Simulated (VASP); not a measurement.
# TaN (P-6m2) in VASP: relaxation of cell and atoms with PBE+D3(BJ)

Aim: the relaxation of cell and atoms of TaN with PBE+D3(BJ).

All numbers are computed with VASP 6.6.1; they aren't measurements. Logs are shortened: lines on timing, memory, paths and dates and some standing lists are left out, and cuts for length are marked.

### Step 1. The cell of the first run

It takes space group P-6m2 (No. 187, hexagonal). Conventional cell: a = 2.938 Å, b = 2.938 Å, c = 2.883 Å, α = 90.00°, β = 90.00°, γ = 120.00°. Within 3.0 Å of Ta (site symmetry -6m2) lie 6 N at 2.23 Å and 8 Ta at 2.88 to 2.94 Å. Within 3.0 Å of N (site symmetry -6m2) lie 6 Ta at 2.23 Å and 8 N at 2.88 to 2.94 Å.

### Step 2. Relaxation of cell and atoms, PBE+D3(BJ)

Input file INCAR:

```
SYSTEM = TaN
PREC     = Accurate       ! precision mode
ENCUT    = 600            ! plane-wave cutoff, eV
EDIFF    = 1E-6           ! SCF threshold, eV
ISMEAR   = 0              ! smearing method
SIGMA    = 0.1            ! smearing width, eV
LREAL    = .FALSE.        ! projectors in reciprocal space
LASPH    = .TRUE.         ! aspherical terms in the spheres
NELM     = 60             ! most SCF steps
ALGO     = Normal         ! electronic algorithm
ISIF     = 3              ! what is computed and relaxed
LWAVE    = .FALSE.        ! write WAVECAR
LCHARG   = .FALSE.        ! write CHGCAR
GGA      = PE             ! functional
IVDW     = 12             ! dispersion correction
IBRION   = 2              ! ionic algorithm
NSW      = 100            ! ionic steps
EDIFFG   = -0.005         ! ionic threshold
```

Input file KPOINTS:

```
regular mesh
0
G
  18 18 14
  0 0 0
```

Input file POSCAR:

```
TaN
1.0
    2.9379988584      0.0000000000      0.0000000000
   -1.4689994292      2.5443816477      0.0000000000
    0.0000000000      0.0000000000      2.8830000000
Ta N
1 1
Direct
    0.3333333333      0.6666666667      0.5000000000
    0.0000000000      0.0000000000      0.0000000000
```

Potentials or basis: VASP PAW PBE potentials, release 64 (Ta_pv, N).

Command:

```
> cat potpaw_PBE.64/Ta_pv/POTCAR potpaw_PBE.64/N/POTCAR > POTCAR
> mpirun -np 1 vasp_std > vasp.out
```

OUTCAR:

```text
SYSTEM = TaN
   PREC = Accurate
   ENCUT = 600
   EDIFF = 1E-6
   ISMEAR = 0
   LREAL = .FALSE.
   LASPH = .TRUE.
   NELM = 60
   ISIF = 3
   GGA = PE
   IVDW = 12
   IBRION = 2
   NSW = 100
   EDIFFG = -0.005
 IVDW          = 12

 ion  position               nearest neighbor table
   1  0.333  0.667  0.500-   2 2.23   2 2.23   2 2.23   2 2.23   2 2.23   2 2.23
   2  0.000  0.000  0.000-   1 2.23   1 2.23   1 2.23   1 2.23   1 2.23   1 2.23

  LATTYP: Found a hexagonal cell.
 ALAT       =     2.9379988584
 C/A-ratio  =     0.9812801635

  Lattice vectors:

 A1 = (   2.9379988584,   0.0000000000,   0.0000000000)
 A2 = (  -1.4689994292,   2.5443816477,   0.0000000000)
 A3 = (   0.0000000000,   0.0000000000,   2.8830000000)

Analysis of symmetry for initial positions (statically):
=====================================================================
 Subroutine PRICEL returns:
 Original cell was already a primitive cell.

 Routine SETGRP: Setting up the symmetry group for a
 hexagonal supercell.

 Subroutine GETGRP returns: Found 12 space group operations
 (whereof 12 operations were pure point group operations)
 out of a pool of 24 trial point group operations.

The static configuration has the point symmetry D_3h.

Analysis of symmetry for dynamics (positions and initial velocities):
=====================================================================
 Subroutine PRICEL returns:
 Original cell was already a primitive cell.

 Routine SETGRP: Setting up the symmetry group for a
 hexagonal supercell.

 Subroutine GETGRP returns: Found 12 space group operations
 (whereof 12 operations were pure point group operations)
 out of a pool of 24 trial point group operations.

The dynamic configuration has the point symmetry D_3h.

 Subroutine INISYM returns: Found 12 space group operations
 (whereof 12 operations are pure point group operations),
 and found     1 'primitive' translations

----------------------------------------------------------------------------------------

                                     Primitive cell

  volume of cell :      21.5516

  direct lattice vectors                    reciprocal lattice vectors
     2.937998858  0.000000000  0.000000000     0.340367729  0.196511400  0.000000000
    -1.468999429  2.544381648  0.000000000     0.000000000  0.393022800  0.000000000
     0.000000000  0.000000000  2.883000000     0.000000000  0.000000000  0.346860909

  length of vectors
     2.937998858  2.937998858  2.883000000     0.393022800  0.393022800  0.346860909

  position of ions in fractional coordinates (direct lattice)
     0.333333333  0.666666667  0.500000000
     0.000000000  0.000000000  0.000000000

  ion indices of the primitive-cell ions
   primitive index   ion index
                 1           1
                 2           2
[... 71 lines left out ...]
   NELM   =     60;   NELMIN=  2; NELMDL= -5     # of ELM steps
   EDIFF  = 0.1E-05   stopping-criterion for ELM
   LREAL  =      F    real-space projection
   EDIFFG = -.5E-02   stopping-criterion for IOM
   NSW    =    100    number of steps for IOM
   IBRION =      2    ionic relax: 0-MD 1-quasi-New 2-CG
   NFREE  =      1    steps in history (QN), initial steepest desc. (CG)
   ISIF   =      3    stress and relaxation
   ISYM   =      2    0-nonsym 1-usesym 2-fastsym
   POTIM  = 0.5000    time-step for ionic-motion
   TEBEG  =    0.0;   TEEND  =   0.0 temperature during run
   PSTRESS=    0.0 pullay stress
   NELECT =      16.0000    total number of electrons
   NUPDOWN=      -1.0000    fix difference up-down
   EMIN   =  10.00;   EMAX   =-10.00  energy-range for DOS
   EFERMI =   0.00;   METHOD = LEGACY
   ISMEAR =     0;   SIGMA  =   0.10  broadening in eV -4-tet -1-fermi 0-gaus
   EFERMI_NEDOS =   21; number of points for ismear=-14 and -15
   IALGO  =     38    algorithm
   IMIX   =      4    mixing-type and parameters
     AMIX     =   0.40;   BMIX     =  1.00
     AMIX_MAG =   1.60;   BMIX_MAG =  1.00
  volume/ion in A,a.u.               =      10.78        72.72
  Fermi-wavevector in a.u.,A,eV,Ry     =   1.482366  2.801265 29.897546  2.197408
  Thomas-Fermi vector in A             =   2.596161
   LORBIT       =      0    0 simple, 1 ext, 2 COOP (PROOUT), +10 PAW based schemes
   GGA     = PE    functional components
   LHFCALC =     F    Hartree Fock is set to
   AEXX    =    0.0000 exact exchange contribution
   IVDW    =    12    specifies the selected vdW correction
   LEPSILON=     F    determine dielectric tensor
   LRPA    =     F    only Hartree local field effects (RPA)
 conjugate gradient relaxation of ions
 non-spin polarized calculation
 Gauss-broadening in eV      SIGMA  =   0.10
  energy-cutoff  :      600.00
  volume of cell :       21.55
 maximum number of plane-waves:       736
 NGX is ok and might be reduce to    24
   NGX = 11   NGY = 11   NGZ = 11

--------------------------------------- Ionic step        1  -------------------------------------------

 number of electron      16.0000001 magnetization

 Free energy of the ion-electron system (eV)
  ---------------------------------------------------
  ext. energy  EPLUGINS =         0.00000000
  ---------------------------------------------------
  free energy    TOTEN  =       -22.44256003 eV

  energy without entropy =      -22.44230836  energy(sigma->0) =      -22.44243419

------------------------ aborting loop because EDIFF is reached ----------------------------------------

 Edisp (eV)   -0.93053

 E8    (eV) :    -0.4299
[... 191 lines left out ...]
--------------------------------------- Ionic step        6  -------------------------------------------

 number of electron      16.0000000 magnetization

 Free energy of the ion-electron system (eV)
  ---------------------------------------------------
  ext. energy  EPLUGINS =         0.00000000
  ---------------------------------------------------
  free energy    TOTEN  =       -22.43812704 eV

  energy without entropy =      -22.43787877  energy(sigma->0) =      -22.43800290

 E-fermi :   8.3014     XC(G=0): -13.3762

 val. band max:        8.2626772325   @ k =   0.0000   0.0000   0.4286
 cond. band min:       8.3307919096   @ k =   0.0556   0.0000   0.5000
 fundamental gap:      0.0681146770
 Fermi energy:         8.3013965194

 k-point     1 :       0.0000    0.0000    0.0000
  band No.  band energies     occupation
      1     -26.5280      2.00000
      2     -26.2522      2.00000
      3     -26.2522      2.00000
      4      -9.5093      2.00000
      5       3.7431      2.00000
      6       3.7431      2.00000
      7       4.0706      2.00000
      8       5.3605      2.00000
      9      10.5853      0.00000
     10      11.9059      0.00000
     11      11.9059      0.00000
     12      12.3413      0.00000
[... 331 lines left out ...]
 k-point    24 :       0.3889    0.1111    0.0000
  band No.  band energies     occupation
      1     -27.2445      2.00000
      2     -26.5636      2.00000
      3     -26.3806      2.00000
      4      -7.1829      2.00000
      5       0.2067      2.00000
      6       3.1325      2.00000
      7       4.0423      2.00000
      8       6.0154      2.00000
      9      10.6298      0.00000
     10      11.4035      0.00000
     11      12.9178      0.00000
     12      14.3943      0.00000

 [... further k-points ...]

------------------------ aborting loop because EDIFF is reached ----------------------------------------

 Edisp (eV)   -0.93580

 E8    (eV) :    -0.4323
[... 25 lines left out ...]
  FREE ENERGIE OF THE ION-ELECTRON SYSTEM (eV)
  ---------------------------------------------------
  free  energy   TOTEN  =       -23.3739294269 eV

  energy  without entropy=      -23.3736811643  energy(sigma->0) =      -23.37380530

 reached required accuracy - stopping structural energy minimisation
```

CONTCAR:

```text
TaN
   1.00000000000000
     2.9301083388331408   -0.0000000000000000    0.0000000000000000
    -1.4650541694165704    2.5375482573057524    0.0000000000000000
    -0.0000000000000000   -0.0000000000000000    2.8828479892656218
  Ta              N
     1     1
Direct
     0.3333333332999970    0.6666666667000030    0.5000000000000000
     0.0000000000000000    0.0000000000000000    0.0000000000000000

  0.00000000E+00  0.00000000E+00  0.00000000E+00
  0.00000000E+00  0.00000000E+00  0.00000000E+00
```

Wall time 2.1 min (1 thread of Intel Xeon Platinum 8488C (Sapphire Rapids), shared host); peak memory 0.24 GiB.

What came out:

* Free energy: -23.3739 eV
* Relaxed volume: 10.72 Å³/atom
* Relaxed cell: a = 2.930 Å, b = 2.930 Å, c = 2.883 Å, α = 90.00°, β = 90.00°, γ = 120.00°
* Space group after relaxing (to 0.1 Å): P-6m2 (No. 187)
* Energy gained by relaxing: 0.4 meV/atom
* Ionic steps: 6
* Pressure after relaxing: 0.0 GPa
* Band gap on the k mesh: zero (bands 8 and 9 overlap by 0.29 eV)
* Dispersion energy per atom: -0.468 eV

Step by step:
```
step  energy change (eV)  largest force (eV/Å)  pressure (GPa)  volume (Å³)
   1              0.0000                0.0000           -1.85        21.55
   2              0.0030                0.0000            4.55        21.17
   3             -0.0008                0.0000            0.13        21.43
   4             -0.0008                0.0000           -0.13        21.44
   5             -0.0008                0.0000            0.03        21.43
   6             -0.0008                0.0000           -0.01        21.43
```

Final structure:
```
Ta N
1.0
     2.93011    0.00000    0.00000
    -1.46505    2.53755    0.00000
     0.00000    0.00000    2.88285
Ta N
1 1
Direct
  0.33333 0.66667 0.50000
  0.00000 0.00000 0.00000
```

Caveat: spin-orbit coupling is left out, which moves the levels of the heavy elements.

The gap in the log of VASP goes by the Fermi energy; the results here count the filled bands.